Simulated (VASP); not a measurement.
# N (P2_13) in VASP: single point with r2SCAN

Aim: the single point of N with r2SCAN.

Program: VASP 6.6.1. These are calculated values, not measurements. Logs are shortened: lines on timing, memory, paths and dates and some standing lists are left out, and cuts for length are marked.

## 1. The cell of the first run

It takes space group P2_13 (No. 198, cubic). The conventional cell has a = 5.815 Å, b = 5.815 Å, c = 5.815 Å, α = 90.00°, β = 90.00°, γ = 90.00°. N (site symmetry 3) has 1 N at 1.11 Å within 1.5 Å. N (site symmetry 3) has 1 N at 1.11 Å within 1.5 Å.

## 2. Single point, r2SCAN

Contents of POSCAR:

```
N
1.0
    5.8151017200      0.0000000000      0.0000000000
    0.0000000000      5.8151017200      0.0000000000
    0.0000000000      0.0000000000      5.8151017200
N
8
Direct
    0.0639014400      0.0639014400      0.0639014400
    0.4360985600      0.9360985600      0.5639014400
    0.5639014400      0.4360985600      0.9360985600
    0.9360985600      0.5639014400      0.4360985600
    0.9541388600      0.9541388600      0.9541388600
    0.5458611400      0.0458611400      0.4541388600
    0.4541388600      0.5458611400      0.0458611400
    0.0458611400      0.4541388600      0.5458611400
```

Contents of INCAR.step1:

```
  PREC = Accurate
  ENCUT = 910
  ISMEAR = 0
  SIGMA = 0.1
  LREAL = F
  LASPH = T
  NELM = 120
  NBANDS = 30
  GGA = PE
  ALGO = Normal
  EDIFF = 1E-5
  LWAVE = T
  LCHARG = F
  GGA_COMPAT = F
```

Contents of INCAR.step2:

```
  PREC = Accurate
  ENCUT = 910
  EDIFF = 1E-6
  ISMEAR = 0
  SIGMA = 0.1
  LREAL = F
  LASPH = T
  NELM = 120
  ALGO = Normal
  ISIF = 2
  LWAVE = F
  LCHARG = F
  METAGGA = R2SCAN
  LMIXTAU = T
  NBANDS = 30
  ISTART = 1
  GGA_COMPAT = F
```

Contents of KPOINTS:

```
regular mesh
0
Gamma
  4 4 4
```

Potentials or basis: VASP PAW PBE potentials, release 64 (N_h).

The run is started by

```sh
cat potpaw_PBE.64/N_h/POTCAR > POTCAR
cp INCAR.step1 INCAR
mpirun -np 1 vasp_std > vasp.out
cp INCAR.step2 INCAR
mpirun -np 1 vasp_std > vasp.out
```

OUTCAR:

```text
PREC = Accurate
   ENCUT = 910
   EDIFF = 1E-6
   ISMEAR = 0
   LREAL = F
   LASPH = T
   NELM = 120
   ISIF = 2
   METAGGA = R2SCAN
   ISTART = 1

 ion  position               nearest neighbor table
   1  0.064  0.064  0.064-   5 1.11
   2  0.436  0.936  0.564-   6 1.11
   3  0.564  0.436  0.936-   7 1.11
   4  0.936  0.564  0.436-   8 1.11
   5  0.954  0.954  0.954-   1 1.11
   6  0.546  0.046  0.454-   2 1.11
   7  0.454  0.546  0.046-   3 1.11
   8  0.046  0.454  0.546-   4 1.11

  LATTYP: Found a simple cubic cell.
 ALAT       =     5.8151017200

  Lattice vectors:

 A1 = (   5.8151017200,   0.0000000000,   0.0000000000)
 A2 = (   0.0000000000,   5.8151017200,   0.0000000000)
 A3 = (   0.0000000000,   0.0000000000,   5.8151017200)

Analysis of symmetry for initial positions (statically):
=====================================================================
 Subroutine PRICEL returns:
 Original cell was already a primitive cell.

 Routine SETGRP: Setting up the symmetry group for a
 simple cubic supercell.

 Subroutine GETGRP returns: Found 12 space group operations
 (whereof  3 operations were pure point group operations)
 out of a pool of 48 trial point group operations.

The static configuration has the point symmetry C_3 .
 The point group associated with its full space group is T   .

Analysis of symmetry for dynamics (positions and initial velocities):
=====================================================================
 Subroutine PRICEL returns:
 Original cell was already a primitive cell.

 Routine SETGRP: Setting up the symmetry group for a
 simple cubic supercell.

 Subroutine GETGRP returns: Found 12 space group operations
 (whereof  3 operations were pure point group operations)
 out of a pool of 48 trial point group operations.

The dynamic configuration has the point symmetry C_3 .
 The point group associated with its full space group is T   .

 Subroutine INISYM returns: Found 12 space group operations
 (whereof  3 operations are pure point group operations),
 and found     1 'primitive' translations

----------------------------------------------------------------------------------------

                                     Primitive cell

  volume of cell :     196.6400

  direct lattice vectors                    reciprocal lattice vectors
     5.815101720  0.000000000  0.000000000     0.171966037  0.000000000  0.000000000
     0.000000000  5.815101720  0.000000000     0.000000000  0.171966037  0.000000000
     0.000000000  0.000000000  5.815101720     0.000000000  0.000000000  0.171966037

  length of vectors
     5.815101720  5.815101720  5.815101720     0.171966037  0.171966037  0.171966037

  position of ions in fractional coordinates (direct lattice)
     0.063901440  0.063901440  0.063901440
     0.436098560  0.936098560  0.563901440
     0.563901440  0.436098560  0.936098560
     0.936098560  0.563901440  0.436098560
     0.954138860  0.954138860  0.954138860
     0.545861140  0.045861140  0.454138860
     0.454138860  0.545861140  0.045861140
     0.045861140  0.454138860  0.545861140

  ion indices of the primitive-cell ions
   primitive index   ion index
                 1           1
                 2           2
                 3           3
                 4           4
                 5           5
                 6           6
                 7           7
                 8           8

----------------------------------------------------------------------------------------

 KPOINTS: regular mesh

Automatic generation of k-mesh.
 Grid dimensions read from file:
 generate k-points for:    4    4    4

 Generating k-lattice:

  Cartesian coordinates                     Fractional coordinates (reciprocal lattice)
     0.042991509  0.000000000  0.000000000     0.250000000  0.000000000  0.000000000
     0.000000000  0.042991509  0.000000000     0.000000000  0.250000000  0.000000000
     0.000000000  0.000000000  0.042991509     0.000000000  0.000000000  0.250000000

  Length of vectors
     0.042991509  0.042991509  0.042991509

  Shift w.r.t. Gamma in fractional coordinates (k-lattice)
     0.000000000  0.000000000  0.000000000

 Subroutine IBZKPT returns following result:
 ===========================================

 Found     11 irreducible k-points:

 Following reciprocal coordinates:
            Coordinates               Weight
  0.000000  0.000000  0.000000      1.000000
  0.250000  0.000000  0.000000      6.000000
  0.500000  0.000000  0.000000      3.000000
  0.250000  0.250000  0.000000     12.000000
  0.500000  0.250000  0.000000      6.000000
 -0.250000  0.500000  0.000000      6.000000
  0.500000  0.500000  0.000000      3.000000
  0.250000  0.250000  0.250000      8.000000
  0.500000  0.250000  0.250000     12.000000
  0.500000  0.500000  0.250000      6.000000
  0.500000  0.500000  0.500000      1.000000
   k-points           NKPTS =     11   k-points in BZ     NKDIM =     11   number of bands    NBANDS=     30
   number of dos      NEDOS =    301   number of ions     NIONS =      8
   total plane-waves  NPLWV = 216000
   dimension x,y,z NGX =    60 NGY =   60 NGZ =   60
   dimension x,y,z NGXF=   120 NGYF=  120 NGZF=  120
   ions per type =               8
   NGX,Y,Z   is equivalent  to a cutoff of  17.15, 17.15, 17.15 a.u.
   NGXF,Y,Z  is equivalent  to a cutoff of  34.31, 34.31, 34.31 a.u.
 SYSTEM =  unknown system
   PREC   = accura    normal or accurate (medium, high low for compatibility)
   ISTART =      1    job   : 0-new  1-cont  2-samecut
   ICHARG =      0    charge: 1-file 2-atom 10-const
   ISPIN  =      1    spin polarized calculation?
   LNONCOLLINEAR =      F non collinear calculations
   LSORBIT =      F    spin-orbit coupling
   LASPH  =      T    aspherical Exc in radial PAW
   ENCUT  =  910.0 eV  66.88 Ry    8.18 a.u.  14.30 14.30 14.30*2*pi/ulx,y,z
   NELM   =    120;   NELMIN=  2; NELMDL=  0     # of ELM steps
   EDIFF  = 0.1E-05   stopping-criterion for ELM
   LREAL  =      F    real-space projection
   EDIFFG = 0.1E-04   stopping-criterion for IOM
   NSW    =      0    number of steps for IOM
   IBRION =     -1    ionic relax: 0-MD 1-quasi-New 2-CG
   NFREE  =      0    steps in history (QN), initial steepest desc. (CG)
   ISIF   =      2    stress and relaxation
   ISYM   =      2    0-nonsym 1-usesym 2-fastsym
   POTIM  = 0.5000    time-step for ionic-motion
   TEBEG  =    0.0;   TEEND  =   0.0 temperature during run
   PSTRESS=    0.0 pullay stress
   NELECT =      40.0000    total number of electrons
   NUPDOWN=      -1.0000    fix difference up-down
   EMIN   =  10.00;   EMAX   =-10.00  energy-range for DOS
   EFERMI =   0.00;   METHOD = LEGACY
   ISMEAR =     0;   SIGMA  =   0.10  broadening in eV -4-tet -1-fermi 0-gaus
   EFERMI_NEDOS =   21; number of points for ismear=-14 and -15
   IALGO  =     38    algorithm
   IMIX   =      4    mixing-type and parameters
     AMIX     =   0.40;   BMIX     =  1.00
     AMIX_MAG =   1.60;   BMIX_MAG =  1.00
  volume/ion in A,a.u.               =      24.58       165.87
  Fermi-wavevector in a.u.,A,eV,Ry     =   0.962803  1.819434 12.612464  0.926990
  Thomas-Fermi vector in A             =   2.092294
   LORBIT       =      0    0 simple, 1 ext, 2 COOP (PROOUT), +10 PAW based schemes
   METAGGA = R2SCAN    functional components
   LHFCALC =     F    Hartree Fock is set to
   AEXX    =    0.0000 exact exchange contribution
   IVDW    =     0    specifies the selected vdW correction
   LEPSILON=     F    determine dielectric tensor
   LRPA    =     F    only Hartree local field effects (RPA)
 non-spin polarized calculation
 Gauss-broadening in eV      SIGMA  =   0.10
  energy-cutoff  :      910.00
  volume of cell :      196.64
 maximum number of plane-waves:     12328
 NGX is ok and might be reduce to    60
   NGX = 29   NGY = 29   NGZ = 29

 number of electron      40.0000000 magnetization

 Free energy of the ion-electron system (eV)
  ---------------------------------------------------
  ext. energy  EPLUGINS =         0.00000000
  ---------------------------------------------------
  free energy    TOTEN  =       -73.76511130 eV

  energy without entropy =      -73.76511130  energy(sigma->0) =      -73.76511130

 E-fermi :  -6.6323     XC(G=0):  -6.1968

 val. band max:       -7.1498489304   @ k =   0.5000   0.0000   0.0000
 cond. band min:       1.0324530330   @ k =   0.0000   0.0000   0.0000
 fundamental gap:      8.1823019634
 Fermi energy:        -6.6323129561

 k-point     1 :       0.0000    0.0000    0.0000
  band No.  band energies     occupation
      1     -26.1160      2.00000
      2     -26.0738      2.00000
      3     -26.0738      2.00000
      4     -26.0738      2.00000
      5     -10.9743      2.00000
      6     -10.9743      2.00000
[... 22 lines left out ...]
     29       4.7206      0.00000
     30       7.6378      0.00000

 k-point     2 :       0.2500    0.0000    0.0000
  band No.  band energies     occupation
      1     -26.1099      2.00000
      2     -26.0803      2.00000
      3     -26.0737      2.00000
      4     -26.0734      2.00000
      5     -10.9773      2.00000
      6     -10.9728      2.00000
[... 22 lines left out ...]
     29       4.8687      0.00000
     30       6.5210      0.00000

 k-point     3 :       0.5000    0.0000    0.0000
  band No.  band energies     occupation
      1     -26.0951      2.00000
      2     -26.0951      2.00000
      3     -26.0735      2.00000
      4     -26.0735      2.00000
      5     -10.9732      2.00000
      6     -10.9732      2.00000
[... 253 lines left out ...]
     29       6.1547      0.00000
     30       6.1550      0.00000

 k-point    11 :       0.5000    0.5000    0.5000
  band No.  band energies     occupation
      1     -26.0841      2.00000
      2     -26.0841      2.00000
      3     -26.0841      2.00000
      4     -26.0841      2.00000
      5     -10.9643      2.00000
      6     -10.9643      2.00000
[... 22 lines left out ...]
     29       6.3546      0.00000
     30       6.3546      0.00000

------------------------ aborting loop because EDIFF is reached ----------------------------------------

  FORCE on cell =-STRESS in cart. coord.  units (eV):
  Direction    XX          YY          ZZ          XY          YZ          ZX
  --------------------------------------------------------------------------------------
  -------------------------------------------------------------------------------------
  Total       -2.9176943     -2.9176943     -2.9176943     -0.0000000     -0.0000000      0.0000000
  in kB      -23.7726948    -23.7726948    -23.7726948     -0.0000000     -0.0000000      0.0000000
  external PRESSURE =     -23.7726948 kB  Pullay stress =       0.0000000 kB

 VOLUME and BASIS-vectors are now :
 -----------------------------------------------------------------------------
  energy-cutoff  :      910.00
  volume of cell :      196.64
      direct lattice vectors                 reciprocal lattice vectors
     5.815101720  0.000000000  0.000000000     0.171966037  0.000000000  0.000000000
     0.000000000  5.815101720  0.000000000     0.000000000  0.171966037  0.000000000
     0.000000000  0.000000000  5.815101720     0.000000000  0.000000000  0.171966037

 POSITION                                       TOTAL-FORCE (eV/Angst)
 -----------------------------------------------------------------------------------
      0.37159      0.37159      0.37159        -1.050302     -1.050302     -1.050302
      2.53596      5.44351      3.27914         1.050302      1.050302     -1.050302
      3.27914      2.53596      5.44351        -1.050302      1.050302      1.050302
      5.44351      3.27914      2.53596         1.050302     -1.050302      1.050302
      5.54841      5.54841      5.54841         1.042232      1.042232      1.042232
      3.17424      0.26669      2.64086        -1.042232     -1.042232      1.042232
      2.64086      3.17424      0.26669         1.042232     -1.042232     -1.042232
      0.26669      2.64086      3.17424        -1.042232      1.042232     -1.042232
 -----------------------------------------------------------------------------------
    total drift:                                0.000000      0.000000     -0.000000

  FREE ENERGIE OF THE ION-ELECTRON SYSTEM (eV)
  ---------------------------------------------------
  free  energy   TOTEN  =       -73.7651113036 eV

  energy  without entropy=      -73.7651113036  energy(sigma->0) =      -73.76511130
```

It took 9.2 min on 1 thread of Intel Xeon Platinum 8259CL at 2.50GHz (Skylake/Cascade Lake), shared host; peak memory 0.55 GiB.

Results:

```
Free energy            : -73.7651 eV
Pressure               : -2.4 GPa
Largest force          : 1.819 eV/Å
Band gap on the k mesh : 8.18 eV (least direct gap 8.20 eV)
```

Forces in eV/Å, atoms in the order of the input:
```
N   -1.050 -1.050 -1.050
N    1.050  1.050 -1.050
N   -1.050  1.050  1.050
N    1.050 -1.050  1.050
N    1.042  1.042  1.042
N   -1.042 -1.042  1.042
N    1.042 -1.042 -1.042
N   -1.042  1.042 -1.042
```

Caveat: the cutoff is under 1.25 times the usual one of these potentials, so pressure, stress and relaxed cells hold a basis-set (Pulay) error; the PAW data sets were made with another functional, which shifts forces and pressure a little. A k mesh can miss the band edges.
